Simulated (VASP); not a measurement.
# H3C5 in VASP: notebook, part 2 of 3

VASP 6.6.1. The steps go on from the part before.

## 4. Single point, PBE

File INCAR:

```
SYSTEM = H3C5
PREC     = Accurate       ! precision mode
ENCUT    = 520            ! plane-wave cutoff, eV
EDIFF    = 1E-6           ! SCF threshold, eV
ISMEAR   = 0              ! smearing method
SIGMA    = 0.05           ! smearing width, eV
LREAL    = Auto         
LASPH    = .TRUE.         ! aspherical terms in the spheres
NELM     = 100            ! most SCF steps
ALGO     = Normal         ! electronic algorithm
ISIF     = 2              ! what is computed and relaxed
LWAVE    = .FALSE.        ! write WAVECAR
LCHARG   = .FALSE.        ! write CHGCAR
GGA      = PE             ! functional
NBANDS   = 68             ! bands
```

File KPOINTS:

```
regular mesh
0
G
  1 1 1
  0 0 0
```

File POSCAR:

```
H3C5
1.0
    5.0487420000      0.0000000000      0.0000000000
    0.0000000000      5.0487420000      0.0000000000
    0.0000000000      0.0000000000     17.1355610000
H C
12 20
Direct
    0.4277869616      0.0000000000      0.0583581711
    0.0722132365      0.0000000000      0.0583581711
    0.9277869616      0.0000000000      0.0583581711
    0.5722132365      0.0000000000      0.0583581711
    0.4277869616      0.5000000000      0.0583581711
    0.0722132365      0.5000000000      0.0583581711
    0.9277869616      0.5000000000      0.0583581711
    0.5722132365      0.5000000000      0.0583581711
    0.7499390937      0.0039120636      0.3590585100
    0.2500175291      0.4957236872      0.3591017534
    0.7500246596      0.4959203699      0.3590784685
    1.2499896014      1.0037591543      0.3590705317
    0.2500000990      0.0000000000      0.0953981022
    0.7500000990      0.0000000000      0.0953981022
    0.2500000990      0.5000000000      0.0953981022
    0.7500000990      0.5000000000      0.0953981022
    0.2500000990      0.2500000990      0.1474827699
    0.7500000990      0.2500000990      0.1474827699
    0.2500000990      0.7500000990      0.1474827699
    0.7500000990      0.7500000990      0.1474827699
    0.0000071305      0.2499810844      0.1957756154
    0.4999982174      0.2499404802      0.1957750318
    0.0000198069      0.7499610794      0.2036061732
    0.4999803912      0.7499398860      0.2036024966
    0.0000140629      0.0165524402      0.2525042512
    0.5000005942      0.0165116379      0.2525034926
    0.0000025749      0.4833429793      0.2525309209
    0.4999651398      0.4833077230      0.2525225174
    0.2499999010      0.0881025412      0.2998623739
    0.7500084179      0.0882295035      0.2998481345
    0.2499838574      0.4116183794      0.2998755045
    0.7499767269      0.4117451436      0.2998584056
```

Potentials or basis: VASP PAW PBE potentials, release 64 (H, C).

Launch:

```
$ cat potpaw_PBE.64/H/POTCAR potpaw_PBE.64/C/POTCAR > POTCAR
$ mpirun -np 1 vasp_gam > vasp.out
```

OUTCAR:

```text
SYSTEM = H3C5
   PREC = Accurate
   ENCUT = 520
   EDIFF = 1E-6
   ISMEAR = 0
   LREAL = Auto
   LASPH = .TRUE.
   NELM = 100
   ISIF = 2
   GGA = PE

 ion  position               nearest neighbor table
   1  0.428  0.000  0.058-   4 0.73  13 1.10
   2  0.072  0.000  0.058-   3 0.73  13 1.10
   3  0.928  0.000  0.058-   2 0.73  14 1.10
   4  0.572  0.000  0.058-   1 0.73  14 1.10
   5  0.428  0.500  0.058-   8 0.73  15 1.10
   6  0.072  0.500  0.058-   7 0.73  15 1.10
   7  0.928  0.500  0.058-   6 0.73  16 1.10
   8  0.572  0.500  0.058-   5 0.73  16 1.10
   9  0.750  0.004  0.359-  30 1.10
[... 320 lines left out ...]
  Total       91.8704788     -2.0935865    -11.3324655      0.0002145      0.0352178      0.0032654
  in kB      336.9937752     -7.6795682    -41.5690697      0.0007869      0.1291840      0.0119781
  external PRESSURE =      95.9150457 kB  Pullay stress =       0.0000000 kB

 VOLUME and BASIS-vectors are now :
 -----------------------------------------------------------------------------
  energy-cutoff  :      520.00
  volume of cell :      436.78
      direct lattice vectors                 reciprocal lattice vectors
     5.048742000  0.000000000  0.000000000     0.198069143  0.000000000  0.000000000
     0.000000000  5.048742000  0.000000000     0.000000000  0.198069143  0.000000000
     0.000000000  0.000000000 17.135561000     0.000000000  0.000000000  0.058358171

 POSITION                                       TOTAL-FORCE (eV/Angst)
 -----------------------------------------------------------------------------------
      2.15979      0.00000      1.00000        -9.773850     -0.052567      0.111717
      0.36459      0.00000      1.00000         9.773821     -0.052750      0.111548
      4.68416      0.00000      1.00000        -9.773651     -0.052752      0.111688
      2.88896      0.00000      1.00000         9.773762     -0.052605      0.111742
      2.15979      2.52437      1.00000        -9.773677      0.052297      0.111486
      0.36459      2.52437      1.00000         9.773708      0.052119      0.111530
[... 24 lines left out ...]
      1.26210      2.07816      5.13853         0.001415      0.858509     -0.312871
      3.78644      2.07879      5.13824         0.002013      0.849560     -0.314073
 -----------------------------------------------------------------------------------
    total drift:                               -0.000470      0.002478     -0.027672

  FREE ENERGIE OF THE ION-ELECTRON SYSTEM (eV)
  ---------------------------------------------------
  free  energy   TOTEN  =      -200.8757552223 eV

  energy  without entropy=     -200.8757552223  energy(sigma->0) =     -200.87575522
```

OSZICAR:

```text
N       E                     dE             d eps       ncg     rms          rms(c)
DAV:   1     0.668359269134E+03    0.66836E+03   -0.47628E+04   136   0.120E+03
DAV:   2    -0.139147286509E+03   -0.80751E+03   -0.74918E+03   164   0.287E+02
DAV:   3    -0.214007516741E+03   -0.74860E+02   -0.73776E+02   176   0.866E+01
[... 15 lines left out ...]
DAV:  19    -0.200875723680E+03   -0.71106E-04   -0.60412E-06   136   0.501E-03    0.812E-04
DAV:  20    -0.200875742076E+03   -0.18397E-04   -0.10234E-06   104   0.216E-03    0.455E-04
DAV:  21    -0.200875751092E+03   -0.90156E-05   -0.52399E-07   112   0.120E-03    0.207E-04
DAV:  22    -0.200875754307E+03   -0.32148E-05   -0.18763E-07   104   0.749E-04    0.122E-04
DAV:  23    -0.200875755222E+03   -0.91569E-06   -0.55345E-08   120   0.453E-04
   1 F= -.20087576E+03 E0= -.20087576E+03  d E =-.109482E-15
```

Run time: 98 s. Hardware: 1 thread of Intel Xeon Platinum 8488C (Sapphire Rapids), shared host; peak memory 0.43 GiB.

What came out:

| Quantity | Value |
| --- | --- |
| Free energy | -200.8758 eV |
| Largest force | 9.775 eV/Å |
| Band gap on the k mesh | 1.70 eV |

Forces in eV/Å, atoms in the order of the input:
```
H   -9.774 -0.053  0.112
H    9.774 -0.053  0.112
H   -9.774 -0.053  0.112
H    9.774 -0.053  0.112
H   -9.774  0.052  0.111
H    9.774  0.052  0.112
H   -9.774  0.052  0.112
H    9.774  0.052  0.112
H    0.002  0.209  0.027
H    0.000 -0.203  0.029
H   -0.001 -0.205  0.029
H    0.000  0.209  0.025
C   -0.001 -0.151  1.480
C    0.000 -0.152  1.481
C    0.000  0.152  1.480
C    0.000  0.152  1.480
C    0.000 -0.001 -2.632
C    0.001 -0.001 -2.631
C    0.000 -0.004  0.384
C    0.000 -0.006  0.384
C    0.000 -0.002 -0.359
C   -0.002  0.000 -0.359
C   -0.003  0.001 -0.009
C    0.002  0.000 -0.008
C   -0.002 -0.413 -0.107
C    0.001 -0.409 -0.107
C   -0.002  0.416 -0.115
C    0.003  0.419 -0.110
C    0.001 -0.853 -0.315
C   -0.002 -0.863 -0.310
C    0.001  0.859 -0.313
C    0.002  0.850 -0.314
```

Caveat: the k points lie up to 1.24 Å⁻¹ apart.

## 5. Single point, PBE

File INCAR:

```
PREC = Accurate ; ENCUT = 520
EDIFF = 1E-6 ; ISMEAR = 0
SIGMA = 0.05 ; LREAL = Auto
LASPH = T ; NELM = 100
ALGO = Normal ; ISIF = 2
LWAVE = F ; LCHARG = T
GGA = PE ; LELF = T
LVHAR = T ; NBANDS = 68
```

File KPOINTS:

```
Automatic mesh
0
Gamma
  2 2 1
```

File POSCAR:

```
H3C5
1.0
    5.0487420000      0.0000000000      0.0000000000
    0.0000000000      5.0487420000      0.0000000000
    0.0000000000      0.0000000000     17.1355610000
H C
12 20
Direct
    0.4277868000      0.0000000000      0.0583582000
    0.0722132000      0.0000000000      0.0583582000
    0.9277868000      0.0000000000      0.0583582000
    0.5722132000      0.0000000000      0.0583582000
    0.4277868000      0.5000000000      0.0583582000
    0.0722132000      0.5000000000      0.0583582000
    0.9277868000      0.5000000000      0.0583582000
    0.5722132000      0.5000000000      0.0583582000
    0.7502334738      0.0042323512      0.3591049410
    0.2500807875      0.4961013404      0.3590545599
    0.7501182207      0.4960280011      0.3590986672
    1.2495137715      0.0047868595      0.3591637030
    0.2500000000      0.0000000000      0.0953981000
    0.7500000000      0.0000000000      0.0953981000
    0.2500000000      0.5000000000      0.0953981000
    0.7500000000      0.5000000000      0.0953981000
    0.2500000000      0.2500000000      0.1474828000
    0.7500000000      0.2500000000      0.1474828000
    0.2500000000      0.7500000000      0.1474828000
    0.7500000000      0.7500000000      0.1474828000
   -0.0000020941      0.2500486050      0.1957651387
    0.5000104513      0.2500290883      0.1957838985
   -0.0000013030      0.7500730815      0.2035983275
    0.5000148122      0.7500299738      0.2036047798
    0.0000236649      0.0167073994      0.2525271493
    0.5000181890      0.0166499440      0.2525602398
    0.0000529112      0.4835081432      0.2525105887
    0.5000558138      0.4834701406      0.2525189521
    0.2499877692      0.0884380561      0.2998775769
    0.7500766301      0.0883231464      0.2998717383
    0.2500514626      0.4119038719      0.2998343846
    0.7500726889      0.4118625953      0.2998688254
```

Launch:

```
$ cat potpaw_PBE.64/H/POTCAR potpaw_PBE.64/C/POTCAR > POTCAR
$ mpirun -np 1 vasp_std > vasp.out
```

Wall time 4.5 min (1 thread of Intel Xeon Platinum 8488C (Sapphire Rapids), shared host); peak memory 0.49 GiB.

The run converged. Its results:

* Free energy: -210.2734 eV
* Largest force: 8.957 eV/Å
* Band gap on the k mesh: 1.83 eV

Forces on the atoms (eV/Å):
```
H   -8.956 -0.044  0.077
H    8.956 -0.044  0.077
H   -8.956 -0.044  0.077
H    8.956 -0.044  0.077
H   -8.956  0.045  0.077
H    8.956  0.044  0.077
H   -8.956  0.044  0.077
H    8.956  0.045  0.077
H   -0.002 -0.011  0.021
H   -0.001  0.010  0.022
H   -0.001  0.010  0.019
H    0.010 -0.019  0.018
C    0.001 -0.131  0.950
C    0.000 -0.131  0.949
C    0.001  0.131  0.950
C   -0.001  0.131  0.950
C    0.002  0.001 -2.816
C   -0.001  0.001 -2.817
C    0.001  0.006  0.545
C    0.000  0.007  0.545
C    0.002  0.003 -0.001
C    0.002 -0.002 -0.006
C    0.003 -0.001  0.021
C    0.000  0.002  0.022
C    0.000 -0.034 -0.007
C    0.001 -0.033 -0.005
C   -0.005  0.030 -0.002
C    0.001  0.032 -0.003
C   -0.003 -0.005  0.007
C   -0.003 -0.002  0.007
C   -0.002  0.002  0.012
C   -0.002  0.002  0.003
```

Levels at points of the mesh, in eV from the valence-band top:
```tsv
k point	band 42	band 43	band 44	band 45	band 46	band 47	band 48	band 49	band 50	band 51
(0.00, 0.00, 0.00)	-2.66	-2.60	-2.36	-0.52	-0.03	1.83	2.08	3.37	3.96	4.03
(0.50, 0.00, 0.00)	-3.48	-2.27	-2.27	-2.20	-2.20	3.05	3.05	3.19	3.19	4.58
(0.00, 0.50, 0.00)	-3.43	-2.85	-2.34	-0.24	0.00	2.91	2.92	3.19	3.46	3.84
(0.50, 0.50, 0.00)	-3.82	-3.00	-3.00	-2.48	-2.47	3.99	3.99	4.04	4.04	4.09
```

Caveat: the k points lie up to 0.62 Å⁻¹ apart.

## 6. Single point, PBE

File INCAR:

```
SYSTEM = H3C5
PREC = Accurate
ENCUT = 520
EDIFF = 1E-7
ISMEAR = 0
SIGMA = 0.05
LREAL = Auto
LASPH = .TRUE.
NELM = 60
ALGO = Normal
ISIF = 2
LWAVE = .FALSE.
LCHARG = .FALSE.
GGA = PE
NBANDS = 68
```

File KPOINTS:

```
Automatic mesh
0
G
  2 2 1
  0 0 0
```

File POSCAR:

```
H3C5
1.0
    5.0487420000      0.0000000000      0.0000000000
    0.0000000000      5.0487420000      0.0000000000
    0.0000000000      0.0000000000     17.1355610000
H C
12 20
Direct
    0.4277868800      0.0000000000      0.0583581700
    0.0722131600      0.0000000000      0.0583581700
    0.9277869200      0.0000000000      0.0583581700
    0.5722132000      0.0000000000      0.0583581700
    0.4277868800      0.5000000400      0.0583581700
    0.0722131600      0.5000000400      0.0583581700
    0.9277869200      0.5000000400      0.0583581700
    0.5722132000      0.5000000400      0.0583581700
    0.7499390952      0.0039119896      0.3590585009
    0.2500174888      0.4957237031      0.3591017319
    0.7500247495      0.4959203983      0.3590784543
    1.2499896293      1.0037591244      0.3590705464
    0.2500000200      0.0000000000      0.0953981000
    0.7500000600      0.0000000000      0.0953981000
    0.2500000200      0.5000000400      0.0953981000
    0.7500000600      0.5000000400      0.0953981000
    0.2500000200      0.2500000200      0.1474827700
    0.7500000600      0.2500000200      0.1474827700
    0.2500000200      0.7500000600      0.1474827700
    0.7500000600      0.7500000600      0.1474827700
    0.0000072118      0.2499810271      0.1957756271
    0.4999982432      0.2499404722      0.1957750311
    0.0000198858      0.7499610974      0.2036061822
    0.4999803018      0.7499397983      0.2036024680
    0.0000140486      0.0165523928      0.2525042816
    0.5000005523      0.0165116566      0.2525034653
    0.0000025975      0.4833430548      0.2525309522
    0.4999651731      0.4833076444      0.2525225329
    0.2499998103      0.0881024470      0.2998624015
    0.7500084552      0.0882294058      0.2998481380
    0.2499838823      0.4116183802      0.2998755074
    0.7499767714      0.4117452223      0.2998584054
```

Potentials or basis: VASP PAW PBE potentials, release 64 (H, C).

Launch:

```
$ cat potpaw_PBE.64/H/POTCAR potpaw_PBE.64/C/POTCAR > POTCAR
$ mpirun -np 1 vasp_std > vasp.out
```

It took 5.6 min on 1 thread of Intel Xeon Platinum 8488C (Sapphire Rapids), shared host; peak memory 0.49 GiB.

Results (log left out):

```
Free energy            : -210.2734 eV
Largest force          : 8.956 eV/Å
Band gap on the k mesh : 1.83 eV
```

Forces on the atoms (eV/Å):
```
H   -8.956 -0.044  0.077
H    8.956 -0.045  0.077
H   -8.956 -0.045  0.077
H    8.956 -0.044  0.077
H   -8.956  0.044  0.077
H    8.956  0.044  0.077
H   -8.956  0.044  0.077
H    8.956  0.044  0.077
H    0.002 -0.006  0.021
H    0.000  0.012  0.023
H   -0.001  0.010  0.023
H    0.000 -0.006  0.020
C   -0.001 -0.131  0.950
C    0.000 -0.131  0.951
C    0.000  0.131  0.950
C    0.000  0.131  0.950
C    0.000 -0.001 -2.819
C    0.001 -0.002 -2.817
C    0.000 -0.004  0.544
C    0.000 -0.006  0.545
C    0.000 -0.001 -0.009
C   -0.002  0.002 -0.010
C   -0.003  0.001  0.016
C    0.003  0.001  0.016
C   -0.002 -0.031  0.007
C    0.000 -0.027  0.007
C   -0.001  0.034 -0.003
C    0.002  0.037  0.002
C    0.001 -0.001  0.003
C   -0.003 -0.011  0.008
C    0.002  0.007  0.004
C    0.002 -0.003  0.005
```

Levels at points of the mesh, in eV from the valence-band top:
```csv
k point,band 43,band 44,band 45,band 46,band 47,band 48,band 49,band 50
"(0.00, 0.00, 0.00)",-2.59,-2.36,-0.52,-0.03,1.83,2.09,3.37,3.96
"(0.50, 0.00, 0.00)",-2.27,-2.27,-2.20,-2.20,3.05,3.05,3.18,3.18
"(0.00, 0.50, 0.00)",-2.85,-2.34,-0.24,0.00,2.91,2.92,3.19,3.47
"(0.50, 0.50, 0.00)",-3.00,-3.00,-2.48,-2.48,3.99,3.99,4.03,4.03
```

Caveat: the k points lie up to 0.62 Å⁻¹ apart.

(Continued in part 3 of 3.)
